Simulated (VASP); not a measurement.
# CaB2 in VASP: a series of runs

The runs below take CaB2 through single point, with PBE.

All numbers are computed with VASP 6.6.1; they aren't measurements. Logs are shortened: lines on timing, memory, paths and dates and some standing lists are left out, and cuts for length are marked.

## Step 1: The cell of the first run

The structure is hexagonal, space group P6/mmm (No. 191). The conventional cell has a = 3.226 Å, b = 3.226 Å, c = 4.067 Å, α = 90.00°, β = 90.00°, γ = 120.00°. Within 3.6 Å of Ca (site symmetry 6/mmm) lie 12 B at 2.76 Å and 6 Ca at 3.23 Å. Within 2.5 Å of B (site symmetry -6m2) lie 3 B at 1.86 Å.

## Step 2: Single point, PBE

File INCAR:

```
SYSTEM = CaB2
ALGO = Normal ; EDIFF = 1E-6
ENCUT = 500 ; GGA = PE
GGA_COMPAT = .FALSE. ; ISIF = 2
ISMEAR = -1 ; LASPH = .TRUE.
LCHARG = .TRUE. ; LELF = .TRUE.
LREAL = .FALSE. ; LVHAR = .TRUE.
LWAVE = .FALSE. ; NBANDS = 15
NELM = 120 ; PREC = Accurate
SIGMA = 0.058
```

File KPOINTS:

```
k-points
0
G
  1 1 5
  0 0 0
```

File POSCAR:

```
CaB2
1.0
    3.2264302843      0.0000000000      0.0000000000
   -1.6132151421      2.7941705897      0.0000000000
    0.0000000000      0.0000000000      4.0673920000
Ca B
1 2
Direct
    0.0000000000      0.0000000000      0.0000000000
    0.3333333333      0.6666666667      0.5000000000
    0.6666666667      0.3333333333      0.5000000000
```

Potentials or basis: VASP PAW PBE potentials, release 64 (Ca_sv, B).

Launch:

```console
$ cat potpaw_PBE.64/Ca_sv/POTCAR potpaw_PBE.64/B/POTCAR > POTCAR
$ mpirun -np 1 vasp_std > vasp.out
```

OUTCAR:

```text
SYSTEM = CaB2
   EDIFF = 1E-6
   ENCUT = 500
   GGA = PE
   ISIF = 2
   ISMEAR = -1
   LASPH = .TRUE.
   LREAL = .FALSE.
   NELM = 120
   PREC = Accurate

 ion  position               nearest neighbor table
   1  0.000  0.000  0.000-
   2  0.333  0.667  0.500-   3 1.86   3 1.86   3 1.86
   3  0.667  0.333  0.500-   2 1.86   2 1.86   2 1.86

  LATTYP: Found a hexagonal cell.
 ALAT       =     3.2264302843
 C/A-ratio  =     1.2606477257

  Lattice vectors:

 A1 = (   3.2264302843,   0.0000000000,   0.0000000000)
 A2 = (  -1.6132151421,   2.7941705897,   0.0000000000)
 A3 = (   0.0000000000,   0.0000000000,   4.0673920000)

Analysis of symmetry for initial positions (statically):
=====================================================================
 Subroutine PRICEL returns:
 Original cell was already a primitive cell.

 Routine SETGRP: Setting up the symmetry group for a
 hexagonal supercell.

 Subroutine GETGRP returns: Found 24 space group operations
 (whereof 24 operations were pure point group operations)
 out of a pool of 24 trial point group operations.

The static configuration has the point symmetry D_6h.

Analysis of symmetry for dynamics (positions and initial velocities):
=====================================================================
 Subroutine PRICEL returns:
 Original cell was already a primitive cell.

 Routine SETGRP: Setting up the symmetry group for a
 hexagonal supercell.

 Subroutine GETGRP returns: Found 24 space group operations
 (whereof 24 operations were pure point group operations)
 out of a pool of 24 trial point group operations.

The dynamic configuration has the point symmetry D_6h.

 Subroutine INISYM returns: Found 24 space group operations
 (whereof 24 operations are pure point group operations),
 and found     1 'primitive' translations

----------------------------------------------------------------------------------------

                                     Primitive cell

  volume of cell :      36.6683

  direct lattice vectors                    reciprocal lattice vectors
     3.226430284  0.000000000  0.000000000     0.309940061  0.178943978  0.000000000
    -1.613215142  2.794170590  0.000000000     0.000000000  0.357887956  0.000000000
     0.000000000  0.000000000  4.067392000     0.000000000  0.000000000  0.245857788

  length of vectors
     3.226430284  3.226430284  4.067392000     0.357887956  0.357887956  0.245857788

  position of ions in fractional coordinates (direct lattice)
     0.000000000  0.000000000  0.000000000
     0.333333333  0.666666667  0.500000000
     0.666666667  0.333333333  0.500000000

  ion indices of the primitive-cell ions
   primitive index   ion index
                 1           1
                 2           2
                 3           3

----------------------------------------------------------------------------------------

 KPOINTS: k-points

Automatic generation of k-mesh.
 Grid dimensions read from file:
 generate k-points for:    1    1    5

 Generating k-lattice:

  Cartesian coordinates                     Fractional coordinates (reciprocal lattice)
     0.309940061  0.178943978  0.000000000     1.000000000 -0.000000000  0.000000000
     0.000000000  0.357887956  0.000000000     0.000000000  1.000000000  0.000000000
     0.000000000  0.000000000  0.049171558     0.000000000  0.000000000  0.200000000

  Length of vectors
     0.357887956  0.357887956  0.049171558

  Shift w.r.t. Gamma in fractional coordinates (k-lattice)
     0.000000000  0.000000000  0.000000000

 Subroutine IBZKPT returns following result:
 ===========================================

 Found      3 irreducible k-points:

 Following reciprocal coordinates:
            Coordinates               Weight
  0.000000  0.000000  0.000000      1.000000
  0.000000  0.000000  0.200000      2.000000
  0.000000  0.000000  0.400000      2.000000
   k-points           NKPTS =      3   k-points in BZ     NKDIM =      3   number of bands    NBANDS=     15
   number of dos      NEDOS =    301   number of ions     NIONS =      3
   total plane-waves  NPLWV =  17280
   dimension x,y,z NGX =    24 NGY =   24 NGZ =   30
   dimension x,y,z NGXF=    48 NGYF=   48 NGZF=   60
   ions per type =               1   2
   NGX,Y,Z   is equivalent  to a cutoff of  12.37, 12.37, 12.26 a.u.
   NGXF,Y,Z  is equivalent  to a cutoff of  24.73, 24.73, 24.52 a.u.
 SYSTEM =  CaB2
   PREC   = accura    normal or accurate (medium, high low for compatibility)
   ISTART =      0    job   : 0-new  1-cont  2-samecut
   ICHARG =      2    charge: 1-file 2-atom 10-const
   ISPIN  =      1    spin polarized calculation?
   LNONCOLLINEAR =      F non collinear calculations
   LSORBIT =      F    spin-orbit coupling
   LASPH  =      T    aspherical Exc in radial PAW
   ENCUT  =  500.0 eV  36.75 Ry    6.06 a.u.   5.88  5.88  7.42*2*pi/ulx,y,z
   NELM   =    120;   NELMIN=  2; NELMDL= -5     # of ELM steps
   EDIFF  = 0.1E-05   stopping-criterion for ELM
   LREAL  =      F    real-space projection
   EDIFFG = 0.1E-04   stopping-criterion for IOM
   NSW    =      0    number of steps for IOM
   IBRION =     -1    ionic relax: 0-MD 1-quasi-New 2-CG
   NFREE  =      0    steps in history (QN), initial steepest desc. (CG)
   ISIF   =      2    stress and relaxation
   ISYM   =      2    0-nonsym 1-usesym 2-fastsym
   POTIM  = 0.5000    time-step for ionic-motion
   TEBEG  =    0.0;   TEEND  =   0.0 temperature during run
   PSTRESS=    0.0 pullay stress
   NELECT =      16.0000    total number of electrons
   NUPDOWN=      -1.0000    fix difference up-down
   EMIN   =  10.00;   EMAX   =-10.00  energy-range for DOS
   EFERMI =   0.00;   METHOD = LEGACY
   ISMEAR =    -1;   SIGMA  =   0.06  broadening in eV -4-tet -1-fermi 0-gaus
   EFERMI_NEDOS =   21; number of points for ismear=-14 and -15
   IALGO  =     38    algorithm
   IMIX   =      4    mixing-type and parameters
     AMIX     =   0.40;   BMIX     =  1.00
     AMIX_MAG =   1.60;   BMIX_MAG =  1.00
  volume/ion in A,a.u.               =      12.22        82.48
  Fermi-wavevector in a.u.,A,eV,Ry     =   1.241703  2.346479 20.977823  1.541826
  Thomas-Fermi vector in A             =   2.376089
   LORBIT       =      0    0 simple, 1 ext, 2 COOP (PROOUT), +10 PAW based schemes
   GGA     = PE    functional components
   LHFCALC =     F    Hartree Fock is set to
   AEXX    =    0.0000 exact exchange contribution
   IVDW    =     0    specifies the selected vdW correction
   LEPSILON=     F    determine dielectric tensor
   LRPA    =     F    only Hartree local field effects (RPA)
 non-spin polarized calculation
  energy-cutoff  :      500.00
  volume of cell :       36.67
 maximum number of plane-waves:       951
 NGX is ok and might be reduce to    24
   NGX = 11   NGY = 11   NGZ = 15

 number of electron      16.0000004 magnetization

 Free energy of the ion-electron system (eV)
  ---------------------------------------------------
  ext. energy  EPLUGINS =         0.00000000
  ---------------------------------------------------
  free energy    TOTEN  =        -8.01097782 eV

  energy without entropy =       -7.95596254  energy(sigma->0) =       -7.98347018

 E-fermi :   5.5152     XC(G=0): -10.7400

 val. band max:        5.4493871986   @ k =   0.0000   0.0000   0.4000
 cond. band min:       6.5440520862   @ k =   0.0000   0.0000   0.2000
 fundamental gap:      1.0946648877
 Fermi energy:         5.5151535567

 k-point     1 :       0.0000    0.0000    0.0000
  band No.  band energies     occupation
      1     -34.4645      2.00000
      2     -15.6910      2.00000
      3     -15.1982      2.00000
      4     -15.1982      2.00000
      5      -5.8715      2.00000
      6       2.8967      2.00000
      7       5.0058      1.99969
      8       5.0058      1.99969
      9       5.2819      1.96481
     10      10.5323      0.00000
     11      10.5323      0.00000
     12      11.2707      0.00000
     13      11.5113      0.00000
     14      11.5113      0.00000
     15      11.6446      0.00000

 k-point     2 :       0.0000    0.0000    0.2000
  band No.  band energies     occupation
      1     -34.4626      2.00000
      2     -15.7511      2.00000
      3     -15.1960      2.00000
      4     -15.1960      2.00000
      5      -5.5525      2.00000
      6       1.6700      2.00000
      7       5.1572      1.99584
      8       5.1572      1.99584
      9       6.5441      0.00000
     10       9.8880      0.00000
     11       9.8880      0.00000
     12      10.0840      0.00000
     13      10.0840      0.00000
     14      11.7582      0.00000
     15      13.2205      0.00000

 k-point     3 :       0.0000    0.0000    0.4000
  band No.  band energies     occupation
      1     -34.4596      2.00000
      2     -15.8452      2.00000
      3     -15.1923      2.00000
      4     -15.1923      2.00000
      5      -4.9381      2.00000
      6       0.2921      2.00000
      7       5.4494      1.51312
      8       5.4494      1.51312
      9       8.0043      0.00000
     10       9.0929      0.00000
     11       9.0929      0.00000
     12       9.3690      0.00000
     13       9.3690      0.00000
     14      12.0565      0.00000
     15      12.7507      0.00000

------------------------ aborting loop because EDIFF is reached ----------------------------------------

  FORCE on cell =-STRESS in cart. coord.  units (eV):
  Direction    XX          YY          ZZ          XY          YZ          ZX
  --------------------------------------------------------------------------------------
  -------------------------------------------------------------------------------------
  Total        7.8509915      7.8509915      5.3479897      0.0000000     -0.0000000      0.0000000
  in kB      343.0392843    343.0392843    233.6737395      0.0000000     -0.0000000      0.0000000
  external PRESSURE =     306.5841027 kB  Pullay stress =       0.0000000 kB

 VOLUME and BASIS-vectors are now :
 -----------------------------------------------------------------------------
  energy-cutoff  :      500.00
  volume of cell :       36.67
      direct lattice vectors                 reciprocal lattice vectors
     3.226430284  0.000000000  0.000000000     0.309940061  0.178943978  0.000000000
    -1.613215142  2.794170590  0.000000000     0.000000000  0.357887956  0.000000000
     0.000000000  0.000000000  4.067392000     0.000000000  0.000000000  0.245857788

 POSITION                                       TOTAL-FORCE (eV/Angst)
 -----------------------------------------------------------------------------------
      0.00000      0.00000      0.00000        -0.000000      0.000000      0.000000
     -0.00000      1.86278      2.03370         0.000000     -0.000000      0.000000
      1.61322      0.93139      2.03370        -0.000000      0.000000     -0.000000
 -----------------------------------------------------------------------------------
    total drift:                               -0.000000      0.000000      0.000000

  FREE ENERGIE OF THE ION-ELECTRON SYSTEM (eV)
  ---------------------------------------------------
  free  energy   TOTEN  =        -8.0109778160 eV

  energy  without entropy=       -7.9559625356  energy(sigma->0) =       -7.98347018
```

Run time: 4.1 s. Hardware: 1 thread of Intel Xeon Platinum 8488C (Sapphire Rapids), shared host; peak memory 0.14 GiB.

What came out:

```
Free energy            : -8.0110 eV
Pressure               : 30.7 GPa
Band gap on the k mesh : zero (bands 8 and 9 overlap by 0.17 eV)
```

Stress tensor (GPa, compression positive):
```
34.30  0.00  0.00
 0.00 34.30  0.00
 0.00  0.00 23.37
```

Caveat: the k points lie up to 2.25 Å⁻¹ apart.

## Step 3: Single point, PBE

File INCAR:

```
SYSTEM = CaB2
PREC     = Accurate       ! precision mode
ENCUT    = 500            ! plane-wave cutoff, eV
EDIFF    = 1E-6           ! SCF threshold, eV
ISMEAR   = 0              ! smearing method
SIGMA    = 0.1            ! smearing width, eV
LREAL    = .FALSE.        ! projectors in reciprocal space
LASPH    = .TRUE.         ! aspherical terms in the spheres
NELM     = 120            ! most SCF steps
ALGO     = Normal         ! electronic algorithm
ISIF     = 2              ! what is computed and relaxed
LWAVE    = .FALSE.        ! write WAVECAR
LCHARG   = .FALSE.        ! write CHGCAR
GGA      = PE             ! functional
ISYM     = 0            
NBANDS   = 15             ! bands
GGA_COMPAT= .FALSE.
```

File KPOINTS:

```
Automatic mesh
0
G
  6 1 1
  0 0 0
```

POSCAR is that of step 2.

Potentials or basis: VASP PAW PBE potentials, release 64 (Ca_sv, B).

Launch:

```console
$ cat potpaw_PBE.64/Ca_sv/POTCAR potpaw_PBE.64/B/POTCAR > POTCAR
$ mpirun -np 1 vasp_std > vasp.out
```

It took 4.2 s on 1 thread of Intel Xeon Platinum 8488C (Sapphire Rapids), shared host; peak memory 0.14 GiB.

It converged, with:

* Free energy: -12.2163 eV
* Pressure: 6.9 GPa
* Largest force: 2.361 eV/Å
* Band gap on the k mesh: 0.08 eV

Forces on the atoms (eV/Å):
```
Ca   0.000  0.000  0.000
B    2.045  1.180  0.000
B   -2.045 -1.180  0.000
```

Stress tensor (GPa, compression positive):
```
 2.17  2.74  0.00
 2.74 -1.00  0.00
 0.00  0.00 19.61
```

Levels at points of the mesh, in eV from the valence-band top:
```csv
k point,band 6,band 7,band 8,band 9,band 10,band 11
"(0.00, 0.00, 0.00)",-2.18,-0.06,0.00,0.08,4.96,5.03
"(0.50, 0.00, 0.00)",-6.85,-1.77,-1.48,0.52,2.69,4.84
```

Caveat: the k points lie up to 1.95 Å⁻¹ apart; an odd mesh through Γ misses points on the zone boundary, where band edges can lie; forces of over 1 eV/Å act on the atoms, so gaps and moduli don't describe the material at rest.

## Step 4: Single point, PBE

This run uses another cell than the first one, of 12.29 Å³/atom.

File INCAR:

```
SYSTEM = CaB2
PREC = Accurate
ENCUT = 500
EDIFF = 1E-6
ISMEAR = 0
SIGMA = 0.1
LREAL = .False.
LASPH = .True.
NELM = 120
ALGO = Normal
ISIF = 2
LWAVE = .False.
LCHARG = .False.
GGA = PE
NBANDS = 15
GGA_COMPAT = .False.
```

File KPOINTS:

```
Automatic mesh
0
Gamma
  3 3 1
  0 0 0
```

File POSCAR:

```
CaB2
1.0
    3.2626234595     -0.0073840653      0.0297400560
   -1.6377065178      2.7916404389     -0.0138208532
    0.0374917340      0.0015272530      4.0527484283
Ca B
1 2
Direct
    0.0000000000      0.0000000000      0.0000000000
    0.3333333333      0.6666666667      0.5000000000
    0.6666666667      0.3333333333      0.5000000000
```

Launch:

```console
$ cat potpaw_PBE.64/Ca_sv/POTCAR potpaw_PBE.64/B/POTCAR > POTCAR
$ mpirun -np 1 vasp_std > vasp.out
```

It took 3.8 s on 1 thread of Intel Xeon Platinum 8488C (Sapphire Rapids), shared host; peak memory 0.14 GiB.

The run converged. Its results:

```
Free energy            : -14.6063 eV
Pressure               : -5.1 GPa
Band gap on the k mesh : zero (bands 8 and 9 overlap by 0.35 eV)
```

Stress tensor (GPa, compression positive):
```
-18.72   0.56  -1.73
  0.56 -15.38  -0.07
 -1.73  -0.07  18.71
```

Levels at points of the mesh, in eV from the Fermi level:
```
           k point  band 4  band 5  band 6  band 7  band 8  band 9  band 10  band 11  band 12  band 13
(0.00, 0.00, 0.00)  -20.87  -10.51   -1.90    0.12    0.20    0.44     5.07     5.21     5.97     6.01
```

Caveat: the k points lie up to 1.55 Å⁻¹ apart.

(Part 1 of 2 ends here.)
